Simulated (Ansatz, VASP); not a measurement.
**KCl: VASP beside Ansatz**

```
K Cl
1.0
     3.77081    0.00000    0.00000
     0.00000    3.87224    0.00000
     0.00000    0.00000    3.77081
K Cl
1 1
Direct
  0.00000 0.00000 0.00000
  0.50000 0.50000 0.50000
```

Change from the starting cell: uniaxial_y strain +2.7%.

Alike in both runs: task single point; functional PBE; k mesh 8 × 8 × 8; occupations fermi-dirac, width 0.02 eV; no spin polarisation.

|  | VASP | Ansatz |
| --- | --- | --- |
| version | VASP 6.6.1 | Ansatz 0.2.0 |
| potentials or method | VASP PAW PBE potentials, release 64 (K_sv, Cl) | plane waves, PAW |
| plane-wave cutoff (eV) | 520 | 420 |
| valence electrons in the cell | 16 | 16 |

```csv
,VASP,Ansatz,Ansatz less VASP
gap on the k mesh at the Fermi level (eV),4.86,4.86,+0.001
pressure (GPa),0.5,0.5,-0.02
"traceless stress, the component that is largest in VASP (GPa)",-0.78,-0.78,-0.001
```
